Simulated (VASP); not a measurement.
# Al3Si8N3 in VASP: a series of runs

Al3Si8N3 is run at these levels: PBE; tasks: single point.

Everything below comes from runs of VASP 6.6.1. Logs are shortened: lines on timing, memory, paths and dates and some standing lists are left out, and cuts for length are marked.

### 1 The cell of the first run

The cell holds an amorphous packing of atoms, 14 atoms: a = 5.779 Å, b = 5.948 Å, c = 6.533 Å, α = 88.72°, β = 94.71°, γ = 91.30°.

### 2 Single point, PBE

Input file INCAR:

```
ALGO = Normal
EDIFF = 1E-7
ENCUT = 520
GGA = PE
ISIF = 2
ISMEAR = -1
ISYM = 0
LASPH = True
LCHARG = False
LREAL = False
LWAVE = False
NBANDS = 41
NELM = 100
PREC = Accurate
SIGMA = 0.2482
```

Input file KPOINTS:

```
Automatic mesh
0
Gamma
  1 1 1
  0.25 0.25 0.25
```

Input file POSCAR:

```
Al3Si8N3
1.0
    5.7732050000     -0.0648510000     -0.2515370000
   -0.0648510000      5.9471390000      0.0684970000
   -0.2515370000      0.0684970000      6.5273540000
Al N Si
3 3 8
Direct
    0.5470721006      0.8238266881      0.1209738614
    0.1626437282      0.1064271432      0.2591733152
    0.1040601133      1.0248370399      0.8174529382
    0.8727263823      0.2908449386      0.2904492341
    0.5641486162      0.3210218988      0.9622720345
    0.1546345531      0.8297541310      0.1496423578
    0.8037395249      0.4577217341      0.8698415412
   -0.0542155544      0.5991984158      0.1729243562
    0.6287255699      0.8701064287      0.6611326831
    0.2422836870      0.3863118341      0.9180426112
    0.9550865208      0.8062667809      0.5563995369
    0.3488659645      0.6563956733      0.6061725109
    0.6105195869      0.1837867958      0.1703605199
    0.5189754121      0.2779160218      0.6288868513
```

Potentials or basis: VASP PAW PBE potentials, release 64 (Al, N, Si).

Started as:

```
cat potpaw_PBE.64/Al/POTCAR potpaw_PBE.64/N/POTCAR potpaw_PBE.64/Si/POTCAR > POTCAR
mpirun -np 1 vasp_std > vasp.out
```

OUTCAR:

```text
EDIFF = 1E-7
   ENCUT = 520
   GGA = PE
   ISIF = 2
   ISMEAR = -1
   ISYM = 0
   LASPH = True
   LREAL = False
   NELM = 100
   PREC = Accurate

 ion  position               nearest neighbor table
   1  0.547  0.824  0.121-  13 2.19   6 2.29   8 2.68   2 3.02   9 3.08   7 3.22   3 3.33
   2  0.163  0.106  0.259-   6 1.81   4 2.05  13 2.73  10 2.81  11 2.92   3 2.93   1 3.02  14 3.21
                             8 3.23  13 3.24
   3  0.104  0.025  0.817-  11 2.27  10 2.36   6 2.44   2 2.93   9 2.98  12 3.05  14 3.13   7 3.18
                             1 3.33
   4  0.873  0.291  0.290-  13 1.76   8 2.02   2 2.05
   5  0.564  0.321  0.962-  13 1.58   7 1.73  10 1.91  14 2.19
   6  0.155  0.830  0.150-   2 1.81   8 1.82   1 2.29   3 2.44
   7  0.804  0.458  0.870-   5 1.73   8 2.25  14 2.43  10 2.57  13 2.81   9 2.94  11 3.05   3 3.18
                             1 3.22
   8  0.946  0.599  0.173-   6 1.82   4 2.02   7 2.25   1 2.68  11 2.81  10 2.82  13 3.10   2 3.23

   9  0.629  0.870  0.661-  12 2.05  11 2.10  14 2.52   7 2.94   3 2.98   1 3.08
  10  0.242  0.386  0.918-   5 1.91   3 2.36   7 2.57  12 2.67  14 2.67   2 2.81   8 2.82  13 2.85

  11  0.955  0.806  0.556-   9 2.10   3 2.27  12 2.46   8 2.81   2 2.92   7 3.05
  12  0.349  0.656  0.606-   9 2.05  11 2.46  14 2.47  10 2.67   3 3.05
  13  0.611  0.184  0.170-   5 1.58   4 1.76   1 2.19   2 2.73   7 2.81  10 2.85   8 3.10  14 3.15
                             2 3.24
  14  0.519  0.278  0.629-   5 2.19   7 2.43  12 2.47   9 2.52  10 2.67   3 3.13  13 3.15   2 3.21

IMPORTANT INFORMATION: All symmetrisations will be switched off!
NOSYMM: (Re-)initialisation of all symmetry stuff for point group C_1.

----------------------------------------------------------------------------------------

                                     Primitive cell

  volume of cell :     223.6819

  direct lattice vectors                    reciprocal lattice vectors
     5.773205000 -0.064851000 -0.251537000     0.173524922  0.001815417  0.006667876
    -0.064851000  5.947139000  0.068497000     0.001815417  0.168187398 -0.001694973
    -0.251537000  0.068497000  6.527354000     0.006667876 -0.001694973  0.153476174

  length of vectors
     5.779045984  5.947887001  6.532557917     0.173662474  0.168205735  0.153630301

  position of ions in fractional coordinates (direct lattice)
     0.547072101  0.823826688  0.120973861
     0.162643728  0.106427143  0.259173315
     0.104060113  0.024837040  0.817452938
     0.872726382  0.290844939  0.290449234
     0.564148616  0.321021899  0.962272035
     0.154634553  0.829754131  0.149642358
     0.803739525  0.457721734  0.869841541
     0.945784446  0.599198416  0.172924356
     0.628725570  0.870106429  0.661132683
     0.242283687  0.386311834  0.918042611
     0.955086521  0.806266781  0.556399537
     0.348865964  0.656395673  0.606172511
     0.610519587  0.183786796  0.170360520
     0.518975412  0.277916022  0.628886851

  ion indices of the primitive-cell ions
   primitive index   ion index
                 1           1
                 2           2
                 3           3
                 4           4
                 5           5
                 6           6
                 7           7
                 8           8
                 9           9
                10          10
                11          11
                12          12
                13          13
                14          14

----------------------------------------------------------------------------------------

 KPOINTS: Automatic mesh

Automatic generation of k-mesh.
 Grid dimensions read from file:
 generate k-points for:    1    1    1

 Generating k-lattice:

  Cartesian coordinates                     Fractional coordinates (reciprocal lattice)
     0.173524922  0.001815417  0.006667876     1.000000000  0.000000000  0.000000000
     0.001815417  0.168187398 -0.001694973     0.000000000  1.000000000 -0.000000000
     0.006667876 -0.001694973  0.153476174     0.000000000  0.000000000  1.000000000

  Length of vectors
     0.173662474  0.168205735  0.153630301

  Shift w.r.t. Gamma in fractional coordinates (k-lattice)
     0.250000000  0.250000000  0.250000000

 Subroutine IBZKPT returns following result:
 ===========================================

 Found      1 irreducible k-points:

 Following reciprocal coordinates:
            Coordinates               Weight
  0.250000  0.250000  0.250000      2.000000
   k-points           NKPTS =      1   k-points in BZ     NKDIM =      1   number of bands    NBANDS=     41
   number of dos      NEDOS =    301   number of ions     NIONS =     14
   total plane-waves  NPLWV = 115200
   dimension x,y,z NGX =    48 NGY =   48 NGZ =   50
   dimension x,y,z NGXF=    96 NGYF=   96 NGZF=  100
   ions per type =               3   3   8
   NGX,Y,Z   is equivalent  to a cutoff of  13.81, 13.42, 12.72 a.u.
   NGXF,Y,Z  is equivalent  to a cutoff of  27.62, 26.83, 25.45 a.u.
 SYSTEM =  unknown system
   PREC   = accura    normal or accurate (medium, high low for compatibility)
   ISTART =      0    job   : 0-new  1-cont  2-samecut
   ICHARG =      2    charge: 1-file 2-atom 10-const
   ISPIN  =      1    spin polarized calculation?
   LNONCOLLINEAR =      F non collinear calculations
   LSORBIT =      F    spin-orbit coupling
   LASPH  =      T    aspherical Exc in radial PAW
   ENCUT  =  520.0 eV  38.22 Ry    6.18 a.u.  10.75 11.06 12.15*2*pi/ulx,y,z
   NELM   =    100;   NELMIN=  2; NELMDL= -5     # of ELM steps
   EDIFF  = 0.1E-06   stopping-criterion for ELM
   LREAL  =      F    real-space projection
   EDIFFG = 0.1E-05   stopping-criterion for IOM
   NSW    =      0    number of steps for IOM
   IBRION =     -1    ionic relax: 0-MD 1-quasi-New 2-CG
   NFREE  =      0    steps in history (QN), initial steepest desc. (CG)
   ISIF   =      2    stress and relaxation
   ISYM   =      0    0-nonsym 1-usesym 2-fastsym
   POTIM  = 0.5000    time-step for ionic-motion
   TEBEG  =    0.0;   TEEND  =   0.0 temperature during run
   PSTRESS=    0.0 pullay stress
   NELECT =      56.0000    total number of electrons
   NUPDOWN=      -1.0000    fix difference up-down
   EMIN   =  10.00;   EMAX   =-10.00  energy-range for DOS
   EFERMI =   0.00;   METHOD = LEGACY
   ISMEAR =    -1;   SIGMA  =   0.25  broadening in eV -4-tet -1-fermi 0-gaus
   EFERMI_NEDOS =   21; number of points for ismear=-14 and -15
   IALGO  =     38    algorithm
   IMIX   =      4    mixing-type and parameters
     AMIX     =   0.40;   BMIX     =  1.00
     AMIX_MAG =   1.60;   BMIX_MAG =  1.00
  volume/ion in A,a.u.               =      15.98       107.82
  Fermi-wavevector in a.u.,A,eV,Ry     =   1.031796  1.949812 14.484805  1.064603
  Thomas-Fermi vector in A             =   2.165962
   LORBIT       =      0    0 simple, 1 ext, 2 COOP (PROOUT), +10 PAW based schemes
   GGA     = PE    functional components
   LHFCALC =     F    Hartree Fock is set to
   AEXX    =    0.0000 exact exchange contribution
   IVDW    =     0    specifies the selected vdW correction
   LEPSILON=     F    determine dielectric tensor
   LRPA    =     F    only Hartree local field effects (RPA)
 non-spin polarized calculation
  energy-cutoff  :      520.00
  volume of cell :      223.68
 maximum number of plane-waves:      6017
 NGX is ok and might be reduce to    42
   NGX = 21   NGY = 23   NGZ = 25

 number of electron      55.9999998 magnetization

 Free energy of the ion-electron system (eV)
  ---------------------------------------------------
  ext. energy  EPLUGINS =         0.00000000
  ---------------------------------------------------
  free energy    TOTEN  =       -74.11310417 eV

  energy without entropy =      -73.23979645  energy(sigma->0) =      -73.67645031

 E-fermi :   6.7762     XC(G=0):  -9.9870

 val. band max:        6.5648403631   @ k =   0.2500   0.2500   0.2500
 cond. band min:       6.9223597578   @ k =   0.2500   0.2500   0.2500
 fundamental gap:      0.3575193947
 Fermi energy:         6.7762152234

 k-point     1 :       0.2500    0.2500    0.2500
  band No.  band energies     occupation
      1     -11.1205      2.00000
      2      -8.6882      2.00000
      3      -8.1961      2.00000
      4      -4.7837      2.00000
      5      -3.5608      2.00000
      6      -3.2456      2.00000
      7      -2.2788      2.00000
      8      -1.7740      2.00000
      9      -1.1890      2.00000
     10       0.0232      2.00000
     11       0.2137      2.00000
     12       0.5806      2.00000
     13       1.1866      2.00000
     14       1.6509      2.00000
     15       1.9538      2.00000
     16       2.3384      2.00000
     17       2.4532      2.00000
     18       2.6645      2.00000
     19       2.9306      2.00000
     20       3.3269      2.00000
     21       3.9308      1.99998
     22       4.2191      1.99993
     23       4.3987      1.99986
     24       4.7248      1.99949
     25       5.3246      1.99425
     26       5.8308      1.95663
     27       6.0888      1.88201
     28       6.5648      1.40182
     29       6.9224      0.71381
     30       7.7761      0.03498
     31       8.0458      0.01194
     32       8.3483      0.00354
     33       8.6338      0.00112
     34       8.8602      0.00045
     35       9.1479      0.00014
     36       9.5597      0.00003
     37       9.8245      0.00001
     38      10.0069      0.00000
     39      10.4241      0.00000
     40      10.8682      0.00000
 [bands above 40 left out]

------------------------ aborting loop because EDIFF is reached ----------------------------------------

  FORCE on cell =-STRESS in cart. coord.  units (eV):
  Direction    XX          YY          ZZ          XY          YZ          ZX
  --------------------------------------------------------------------------------------
  -------------------------------------------------------------------------------------
  Total        2.7789270     13.3142847      5.5343853     -0.7693396      4.0131934      4.6198256
  in kB       19.9047538     95.3668679     39.6414077     -5.5105859     28.7454935     33.0906471
  external PRESSURE =      51.6376765 kB  Pullay stress =       0.0000000 kB

 VOLUME and BASIS-vectors are now :
 -----------------------------------------------------------------------------
  energy-cutoff  :      520.00
  volume of cell :      223.68
      direct lattice vectors                 reciprocal lattice vectors
     5.773205000 -0.064851000 -0.251537000     0.173524922  0.001815417  0.006667876
    -0.064851000  5.947139000  0.068497000     0.001815417  0.168187398 -0.001694973
    -0.251537000  0.068497000  6.527354000     0.006667876 -0.001694973  0.153476174

 POSITION                                       TOTAL-FORCE (eV/Angst)
 -----------------------------------------------------------------------------------
      3.07450      4.87222      0.70846        -1.314579     -3.202878     -0.394577
      0.86688      0.64014      1.65810        -0.977481      2.129712      1.075387
      0.39353      0.19695      5.31133         0.466836     -0.077253      1.416458
      4.94651      1.69299      1.69626         1.167534      0.334698     -1.203673
      2.99408      1.93849      6.16118        -1.484969      3.427963     -4.009507
      0.80129      4.93489      0.99471         0.607119     -0.811117     -1.548918
      4.39167      2.72959      5.50695         1.142814      0.257992     -1.626513
      5.37785      3.51403      0.93188         0.079101     -0.052567      0.969899
      3.40704      5.17916      4.21690         0.604028      4.134409      2.587043
      1.14278      2.34462      5.95791         0.297306      0.296338      0.122259
      5.32167      4.77115      3.44680         3.275773     -1.694565     -2.507799
      1.81903      3.92257      3.91391        -4.952840     -4.105446      0.191733
      3.46988      1.06508      0.97102         1.486829      0.014186      5.871156
      2.81994      1.66223      3.99346        -0.397471     -0.651472     -0.942948
 -----------------------------------------------------------------------------------
    total drift:                               -0.000477      0.000263      0.000235

  FREE ENERGIE OF THE ION-ELECTRON SYSTEM (eV)
  ---------------------------------------------------
  free  energy   TOTEN  =       -74.1131041658 eV

  energy  without entropy=      -73.2397964467  energy(sigma->0) =      -73.67645031
```

Wall time 16 s (1 thread of AMD EPYC 9R45 (Zen 5), shared host); peak memory 0.29 GiB.

What came out:

- Free energy: -74.1131 eV
- Pressure: 5.2 GPa
- Largest force: 6.436 eV/Å
- Band gap on the k mesh: 0.36 eV

Forces in eV/Å, atoms in the order of the input:
```
Al  -1.315 -3.203 -0.395
Al  -0.977  2.130  1.075
Al   0.467 -0.077  1.416
N    1.168  0.335 -1.204
N   -1.485  3.428 -4.010
N    0.607 -0.811 -1.549
Si   1.143  0.258 -1.627
Si   0.079 -0.053  0.970
Si   0.604  4.134  2.587
Si   0.297  0.296  0.122
Si   3.276 -1.695 -2.508
Si  -4.953 -4.105  0.192
Si   1.487  0.014  5.871
Si  -0.397 -0.651 -0.943
```

Levels at points of the mesh, in eV from the valence-band top:
| k point | band 26 | band 27 | band 28 | band 29 | band 30 | band 31 |
| --- | --- | --- | --- | --- | --- | --- |
| (0.25, 0.25, 0.25) | -0.73 | -0.48 | 0.00 | 0.36 | 1.21 | 1.48 |

Caveat: the k points lie up to 1.09 Å⁻¹ apart.

[end of part 1 of 2]
